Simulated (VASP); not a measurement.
## AlNi: single point with PBE

Crystal: AlNi.

```
Al Ni
1.0
     0.00000   -2.89272    0.00000
     0.00000    0.00000   -2.89272
     8.37817   -0.72318   -0.72318
Al Ni
3 3
Cartesian
  6.5086 -2.8927 0.0000
  0.7232 -2.8927 0.0000
  3.6159 -2.8927 0.0000
  7.9550 -1.4464 -1.4464
  2.1695 -1.4464 -1.4464
  5.0623 -1.4464 -1.4464
```

| Quantity | Value |
| --- | --- |
| Program | VASP 6.6.1 |
| Task | single point |
| Functional | PBE |
| Potentials or basis | VASP PAW PBE potentials, release 64 (Al, Ni) |
| Cutoff | 520 eV |
| k mesh | 15 × 15 × 5 |
| Occupations | gaussian, width 0.15 eV |
| Spin | no spin polarisation |

```json
{
 "Pressure": "29.8 GPa",
 "Largest force": "23.449 eV/Å"
}
```

Forces on the atoms (eV/Å):
```
Al   -0.399  -0.143  -0.143
Al   17.432  11.090  11.090
Al    0.010   0.041   0.041
Ni  -17.192 -11.139 -11.139
Ni    0.256   0.189   0.189
Ni   -0.107  -0.038  -0.038
```

Stress tensor (GPa, compression positive):
```
49.61 31.31 31.31
31.31 19.92 18.09
31.31 18.09 19.92
```

Levels at points of the mesh, in eV from the Fermi level:
```
           k point  band 15  band 16  band 17  band 18  band 19  band 20  band 21  band 22  band 23  band 24
(0.00, 0.00, 0.00)    -1.71    -1.67    -1.51    -1.47    -0.25     0.12     5.52     5.79     6.48     6.69
```

Wall time 8.8 min on 1 thread of Oxide Virtual Turin-like Processor (shared host), peak memory 0.52 GiB.

Caveat: forces of over 1 eV/Å act on the atoms, so gaps and moduli don't describe the material at rest. Spin polarisation is off, so any magnetic state and its effect on volume and gap are missing.
